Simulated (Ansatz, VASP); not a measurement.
**Ru in VASP and in Ansatz**

File INCAR:

```
SYSTEM = Ru
ALGO = Normal
EDIFF = 1E-6
ENCUT = 500
GGA = PE
GGA_COMPAT = .False.
ISIF = 2
ISMEAR = -1
ISPIN = 2
LASPH = .True.
LCHARG = .True.
LELF = .True.
LMAXMIX = 4
LORBIT = 11
LREAL = .False.
LVHAR = .True.
LWAVE = .False.
MAGMOM = 1 1 1
NBANDS = 32
NELM = 200
PREC = Accurate
SIGMA = 0.05
```

File KPOINTS:

```
k-points
0
Gamma
  11 11 15
  0 0 0
```

The input POSCAR:

```
Ru
1.0
    4.2687776615      0.0000000000      0.0000000000
   -2.1343888307      3.6968698980      0.0000000000
    0.0000000000      0.0000000000      2.6819785197
Ru
3
Direct
    1.0000000000      1.0000000000      0.0000000000
    0.3333333333      0.6666666667      0.5000000000
    0.6666666667      0.3333333333      0.5000000000
```

Input for Ansatz:

```yaml
crystal:
  lattice:
    - [4.2687776615, 0.0, 0.0]
    - [-2.1343888307, 3.696869898, 0.0]
    - [0.0, 0.0, 2.6819785197]
  atoms:
    - { symbol: Ru, position: [1.0, 1.0, 0.0], spin: 1.0 }
    - { symbol: Ru, position: [0.3333333333, 0.6666666667, 0.5], spin: 1.0 }
    - { symbol: Ru, position: [0.6666666667, 0.3333333333, 0.5], spin: 1.0 }
hamiltonian:
  xc: pbe
  pseudopotentials:
    kind: paw
    azcp:
      Ru: "pseudopotentials/Ru.paw.azcp"
basis:
  ecutwfc: 420
  fft_grid_basis: typed
kpoints:
  mp_grid: { grid: [11, 11, 15], shift: [0, 0, 0] }
magnetization:
  spin_polarized: true
scf:
  occupations: { method: fermi_dirac, width: 0.05 }
```

Alike in both runs: task single point; functional PBE; k mesh 11 × 11 × 15; occupations fermi-dirac, width 0.05 eV; collinear spin.

```csv
,VASP,Ansatz
version,VASP 6.6.1,Ansatz 0.2.0
potentials or method,"VASP PAW PBE potentials, release 64 (Ru_pv), cutoff 500 eV","plane waves (420 eV) with PAW, scalar-relativistic"
valence electrons in the cell,42,48
```

|  | VASP | Ansatz | Ansatz less VASP |
| --- | --- | --- | --- |
| net moment per atom (μB) | 0.00 | 0.00 | 0.000 |

VASP's potentials hold 42 valence electrons a cell and Ansatz's 48, so a difference there can come from the potentials and not from the codes. Ansatz's warnings: seeded moment not kept.
